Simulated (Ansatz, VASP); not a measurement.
**One calculation of SiC, two programs**

```
CELL_PARAMETERS angstrom
4.37973 0.00000 0.00000
0.00000 -4.37973 0.00000
0.00000 0.00000 -4.37973
ATOMIC_POSITIONS crystal
Si 0.00000 0.00000 0.00000
Si 0.50000 0.50000 0.00000
Si 0.50000 0.00000 0.50000
Si 0.00000 0.50000 0.50000
C 0.75000 0.75000 0.71347
C 0.25000 0.25000 0.75000
C 0.25000 0.75000 0.25000
C 0.75000 0.25000 0.25000
```

Alike in both runs: task single point; functional PBE; k mesh 6 × 6 × 6; occupations gaussian, width 0.05 eV; no spin polarisation.

```csv
,VASP,Ansatz
version,VASP 6.6.1,Ansatz 0.2.0
potentials or method,"VASP PAW PBE potentials, release 64 (Si, C), cutoff 520 eV","scalar-relativistic, plane waves, PAW"
valence electrons in the cell,32,32
```

|  | VASP | Ansatz | Ansatz less VASP |
| --- | --- | --- | --- |
| gap on the k mesh at the Fermi level (eV) | 1.18 | 1.18 | +0.002 |
| least direct gap on the mesh (eV) | 1.18 | 1.18 | +0.002 |
| pressure (GPa) | 0.9 | 0.9 | +0.05 |
| traceless stress, the component that is largest in VASP (GPa) | 2.42 | 2.43 | +0.004 |
| rms of the force components (eV/Å) | 0.829 | 0.830 | +0.0004 |

Atom by atom the forces differ by 0.001 eV/Å (rms over components).
